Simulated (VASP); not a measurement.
# BP (F-43m) in VASP: G0W0 quasiparticle levels with PBE

Aim: the G0W0 quasiparticle levels of BP with PBE.

Everything below comes from runs of VASP 6.6.1. Logs are shortened: lines on timing, memory, paths and dates and some standing lists are left out, and cuts for length are marked.

### 1 The cell of the first run

It takes space group F-43m (No. 216, cubic). Conventional cell: a = 4.537 Å, b = 4.537 Å, c = 4.537 Å, α = 90.00°, β = 90.00°, γ = 90.00°. Within 2.6 Å of B (site symmetry -43m) lie 4 P at 1.96 Å. Within 2.6 Å of P (site symmetry -43m) lie 4 B at 1.96 Å.

### 2 G0W0 quasiparticle levels, PBE

POSCAR reads:

```
BP
1.0
    0.0000000000      2.2683156780      2.2683156780
    2.2683156780      0.0000000000      2.2683156780
    2.2683156780      2.2683156780      0.0000000000
B P
1 1
Direct
    0.0000000000      0.0000000000      0.0000000000
    0.2500000000      0.2500000000      0.2500000000
```

INCAR.step1 reads:

```
SYSTEM = BP
PREC = Accurate
ENCUT = 500
EDIFF = 1E-8
ISMEAR = 0
SIGMA = 0.01
LREAL = .False.
LASPH = .True.
NELM = 60
ALGO = Normal
LWAVE = .True.
LCHARG = .False.
GGA = PE
```

INCAR.step2 reads:

```
SYSTEM = BP
PREC = Accurate
ENCUT = 500
EDIFF = 1E-8
ISMEAR = 0
SIGMA = 0.01
LREAL = .False.
LASPH = .True.
NELM = 1
ALGO = Exact
LWAVE = .True.
LCHARG = .False.
GGA = PE
NBANDS = 41
LOPTICS = .True.
ISTART = 1
```

INCAR.step3 reads:

```
SYSTEM = BP
PREC = Accurate
ENCUT = 500
EDIFF = 1E-8
ISMEAR = 0
SIGMA = 0.01
LREAL = .False.
LASPH = .True.
ALGO = EVGW0
LWAVE = .False.
LCHARG = .False.
GGA = PE
NELMGW = 1
NBANDS = 41
ENCUTGW = 80.0
NOMEGA = 96
PRECFOCK = Fast
ISTART = 1
NBANDSGW = 12
OMEGAMAX = 30
```

KPOINTS reads:

```
regular mesh
0
Gamma
  8 8 8
  0 0 0
```

Potentials or basis: VASP PAW PBE potentials, release 64 (B_GW, P_GW).

Started as:

```sh
> cat potpaw_PBE.64/B_GW/POTCAR potpaw_PBE.64/P_GW/POTCAR > POTCAR
> cp INCAR.step1 INCAR
> mpirun -np 1 vasp_std > vasp.out
> cp INCAR.step2 INCAR
> mpirun -np 1 vasp_std > vasp.out
> cp INCAR.step3 INCAR
> mpirun -np 1 vasp_std > vasp.out
```

OUTCAR:

```text
SYSTEM = BP
   PREC = Accurate
   ENCUT = 500
   EDIFF = 1E-8
   ISMEAR = 0
   LREAL = .False.
   LASPH = .True.
   GGA = PE
   NELMGW = 1
   ENCUTGW = 80.0
   PRECFOCK = Fast
   ISTART = 1

 ion  position               nearest neighbor table
   1  0.000  0.000  0.000-   2 1.96   2 1.96   2 1.96   2 1.96
   2  0.250  0.250  0.250-   1 1.96   1 1.96   1 1.96   1 1.96

  LATTYP: Found a face centered cubic cell.
 ALAT       =     4.5366313560

  Lattice vectors:

 A1 = (   0.0000000000,   2.2683156780,   2.2683156780)
 A2 = (   2.2683156780,   0.0000000000,   2.2683156780)
 A3 = (   2.2683156780,   2.2683156780,   0.0000000000)

Analysis of symmetry for initial positions (statically):
=====================================================================
 Subroutine PRICEL returns:
 Original cell was already a primitive cell.

 Routine SETGRP: Setting up the symmetry group for a
 face centered cubic supercell.

 Subroutine GETGRP returns: Found 24 space group operations
 (whereof 24 operations were pure point group operations)
 out of a pool of 48 trial point group operations.

The static configuration has the point symmetry T_d .

Analysis of symmetry for dynamics (positions and initial velocities):
=====================================================================
 Subroutine PRICEL returns:
 Original cell was already a primitive cell.

 Routine SETGRP: Setting up the symmetry group for a
 face centered cubic supercell.

 Subroutine GETGRP returns: Found 24 space group operations
 (whereof 24 operations were pure point group operations)
 out of a pool of 48 trial point group operations.

The dynamic configuration has the point symmetry T_d .

 Subroutine INISYM returns: Found 24 space group operations
 (whereof 24 operations are pure point group operations),
 and found     1 'primitive' translations

----------------------------------------------------------------------------------------

                                     Primitive cell

  volume of cell :      23.3421

  direct lattice vectors                    reciprocal lattice vectors
     0.000000000  2.268315678  2.268315678    -0.220427873  0.220427873  0.220427873
     2.268315678  0.000000000  2.268315678     0.220427873 -0.220427873  0.220427873
     2.268315678  2.268315678  0.000000000     0.220427873  0.220427873 -0.220427873

  length of vectors
     3.207882796  3.207882796  3.207882796     0.381792275  0.381792275  0.381792275

  position of ions in fractional coordinates (direct lattice)
     0.000000000  0.000000000  0.000000000
     0.250000000  0.250000000  0.250000000

  ion indices of the primitive-cell ions
   primitive index   ion index
                 1           1
                 2           2

----------------------------------------------------------------------------------------

 KPOINTS: regular mesh

Automatic generation of k-mesh.
 Grid dimensions read from file:
 generate k-points for:    8    8    8

 Generating k-lattice:

  Cartesian coordinates                     Fractional coordinates (reciprocal lattice)
    -0.027553484  0.027553484  0.027553484     0.125000000  0.000000000  0.000000000
     0.027553484 -0.027553484  0.027553484     0.000000000  0.125000000  0.000000000
     0.027553484  0.027553484 -0.027553484     0.000000000  0.000000000  0.125000000

  Length of vectors
     0.047724034  0.047724034  0.047724034

  Shift w.r.t. Gamma in fractional coordinates (k-lattice)
     0.000000000  0.000000000  0.000000000

 Subroutine IBZKPT returns following result:
 ===========================================

 Found     29 irreducible k-points:

 Following reciprocal coordinates:
            Coordinates               Weight
  0.000000  0.000000  0.000000      1.000000
  0.125000  0.000000  0.000000      8.000000
  0.250000  0.000000  0.000000      8.000000
  0.375000  0.000000  0.000000      8.000000
  0.500000  0.000000  0.000000      4.000000
  0.125000  0.125000  0.000000      6.000000
[... 16 lines left out ...]
  0.500000  0.250000  0.125000     48.000000
 -0.375000  0.250000  0.125000     24.000000
 [... further k-points ...]
   k-points           NKPTS =     29   k-points in BZ     NKDIM =    512   number of bands    NBANDS=     41
   number of dos      NEDOS =    301   number of ions     NIONS =      2
   total plane-waves  NPLWV =  13824
   dimension x,y,z NGX =    24 NGY =   24 NGZ =   24
   dimension x,y,z NGXF=    48 NGYF=   48 NGZF=   48
   ions per type =               1   1
   NGX,Y,Z   is equivalent  to a cutoff of  12.44, 12.44, 12.44 a.u.
   NGXF,Y,Z  is equivalent  to a cutoff of  24.88, 24.88, 24.88 a.u.
 SYSTEM =  BP
   PREC   = accura    normal or accurate (medium, high low for compatibility)
   ISTART =      1    job   : 0-new  1-cont  2-samecut
   ICHARG =      0    charge: 1-file 2-atom 10-const
   ISPIN  =      1    spin polarized calculation?
   LNONCOLLINEAR =      F non collinear calculations
   LSORBIT =      F    spin-orbit coupling
   LASPH  =      T    aspherical Exc in radial PAW
   ENCUT  =  500.0 eV  36.75 Ry    6.06 a.u.   5.85  5.85  5.85*2*pi/ulx,y,z
   NELM   =     60;   NELMIN=  2; NELMDL=  0     # of ELM steps
   EDIFF  = 0.1E-07   stopping-criterion for ELM
   LREAL  =      F    real-space projection
   EDIFFG = 0.1E-06   stopping-criterion for IOM
   NSW    =      0    number of steps for IOM
   IBRION =     -1    ionic relax: 0-MD 1-quasi-New 2-CG
   NFREE  =      0    steps in history (QN), initial steepest desc. (CG)
   ISIF   =      0    stress and relaxation
   ISYM   =      3    0-nonsym 1-usesym 2-fastsym
   POTIM  = 0.5000    time-step for ionic-motion
   TEBEG  =    0.0;   TEEND  =   0.0 temperature during run
   PSTRESS=    0.0 pullay stress
   NELECT =       8.0000    total number of electrons
   NUPDOWN=      -1.0000    fix difference up-down
   EMIN   =  10.00;   EMAX   =-10.00  energy-range for DOS
   EFERMI =   0.00;   METHOD = LEGACY
   ISMEAR =     0;   SIGMA  =   0.01  broadening in eV -4-tet -1-fermi 0-gaus
   EFERMI_NEDOS =   21; number of points for ismear=-14 and -15
   IALGO  =     38    algorithm
   IMIX   =      4    mixing-type and parameters
     AMIX     =   0.40;   BMIX     =  1.00
     AMIX_MAG =   1.60;   BMIX_MAG =  1.00
  volume/ion in A,a.u.               =      11.67        78.76
  Fermi-wavevector in a.u.,A,eV,Ry     =   1.145666  2.164995 17.858333  1.312550
  Thomas-Fermi vector in A             =   2.282353
   LORBIT       =      0    0 simple, 1 ext, 2 COOP (PROOUT), +10 PAW based schemes
   GGA     = PE    functional components
   LHFCALC =     T    Hartree Fock is set to
   PRECFOCK=fast      Normal, Fast or Accurate (Low or Medium for compatibility)
   ENCUT4O =  -1.0   cutoff for four orbital integrals eV
   NKREDX  =     1    reduce k-point grid by
   NKREDY  =     1    reduce k-point grid by
   NKREDZ  =     1    reduce k-point grid by
   AEXX    =    1.0000 exact exchange contribution
   HFSCREEN=    0.0000 screening length (either q_TF or 0.3 A-1)
   HFSCREENC=   0.0000 screening length for correlation (either q_TF or 0.3 A-1)
   ENCUTFOCK=  -1.0 apply spherical cutoff to Coloumb kernel
   IVDW    =     0    specifies the selected vdW correction
   LEPSILON=     F    determine dielectric tensor
   LRPA    =     F    only Hartree local field effects (RPA)
   LRPAFORCE           =     F    calculate RPA forces
   ENCUTGW             =  80.0    cutoff for response function in eV
   ENCUTGWSOFT         =  64.0    soft cutoff for Coulomb kernel in GW response function in eV
   ENCUTLF             =  -1.0    cutoff for local field effects
   NELMGW              =     1    number of iterations in solving QP/BSE equation
   NELMHF              =     1    number of iterations in the inner HF iteration
   NKREDLFX            =     1    NKREDLFY  =   1   NKREDLFZ  =   1
 non-spin polarized calculation
 Gauss-broadening in eV      SIGMA  =   0.01
  energy-cutoff  :      500.00
  volume of cell :       23.34
 maximum number of plane-waves:       609
  NGX = 14; NGY = 14; NGZ = 14
   NGX = 11   NGY = 11   NGZ = 11
 maximum number of plane-waves:        43
 NGX is ok and might be reduce to    14

 QP shifts <psi_nk| G(iteration)W_0 |psi_nk>: iteration 1
 for sc-GW calculations column KS-energies equals QP-energies in previous step
 and V_xc(KS)=  KS-energies - (<T + V_ion + V_H > + <T+V_H+V_ion>^1  + <V_x>^1)

 k-point   1 :       0.0000    0.0000    0.0000
  band No.  KS-energies  QP-energies   sigma(KS)   V_xc(KS)     V^pw_x(r,r')   Z            occupation Imag(sigma)

      1      -8.3264      -8.8423     -12.8006     -12.0620     -20.4892       0.6984       2.0000       1.4069
      2       7.1419       7.0380     -13.4370     -13.3057     -14.8456       0.7913       2.0000       0.0442
      3       7.1419       7.0380     -13.4370     -13.3057     -14.8456       0.7913       2.0000       0.0442
      4       7.1419       7.0380     -13.4370     -13.3057     -14.8456       0.7913       2.0000       0.0442
      5      10.5487      11.2329     -11.2121     -12.0809      -7.1979       0.7875       0.0000      -0.0757
      6      10.5487      11.2329     -11.2121     -12.0809      -7.1979       0.7875       0.0000      -0.0757
      7      10.5487      11.2329     -11.2121     -12.0809      -7.1979       0.7875       0.0000      -0.0757
      8      14.5310      15.2953     -11.7505     -12.7636      -6.2596       0.7545       0.0000      -0.1626
      9      18.6732      18.8270      -9.2732      -9.4689      -3.3837       0.7858       0.0000      -0.3600
     10      19.1665      20.0096     -10.6743     -11.7613      -4.9848       0.7756       0.0000      -0.3096
     11      19.1665      20.0096     -10.6743     -11.7613      -4.9848       0.7756       0.0000      -0.3096
     12      22.8347      23.2157      -9.4642      -9.9539      -2.8270       0.7778       0.0000      -0.7906

 k-point   2 :       0.1250    0.0000    0.0000
  band No.  KS-energies  QP-energies   sigma(KS)   V_xc(KS)     V^pw_x(r,r')   Z            occupation Imag(sigma)
[... 353 lines left out ...]
      1      -4.3400      -4.7310     -13.2129     -12.6703     -19.4873       0.7206       2.0000       0.7928
      2      -1.3112      -1.8027     -12.6691     -11.9872     -17.4942       0.7208       2.0000       0.3730
      3       2.6145       2.2172     -12.9605     -12.4337     -15.9810       0.7544       2.0000       0.1164
      4       4.0263       3.6941     -12.9449     -12.5143     -15.3376       0.7713       2.0000       0.0784
      5      11.3295      11.9232     -10.5870     -11.3404      -6.1738       0.7880       0.0000      -0.0889
      6      12.3415      12.9745     -10.9431     -11.7549      -6.2495       0.7798       0.0000      -0.1052
      7      15.4436      16.2654     -11.3930     -12.4799      -5.7226       0.7561       0.0000      -0.2109
      8      16.9254      17.6906     -11.0602     -12.0785      -4.8958       0.7515       0.0000      -0.2959
      9      17.5594      18.1768     -10.6147     -11.4213      -4.7710       0.7655       0.0000      -0.2974
     10      21.4598      22.2497     -10.8798     -11.9226      -4.1348       0.7576       0.0000      -0.5878
     11      23.9716      24.3890      -9.7197     -10.2621      -3.1462       0.7695       0.0000      -0.6744
     12      24.8367      25.5958     -11.2049     -12.2204      -3.8907       0.7474       0.0000      -0.8768

 [... further k-points ...]
```

Wall time 5.7 min (1 thread of Intel Xeon Platinum 8488C (Sapphire Rapids), shared host); peak memory 0.52 GiB.

What came out:

```yaml
Quasiparticle_gap: 1.80 eV
Least_direct_quasiparticle_gap: 4.19 eV
Band_gap_of_the_starting_levels_on_the_mesh: 1.27 eV
Least_direct_gap_of_the_starting_levels_on_the_mesh: 3.41 eV
```

Caveat: bands, screening cutoff and mesh are small and nothing is extrapolated, so the quasiparticle values aren't converged.
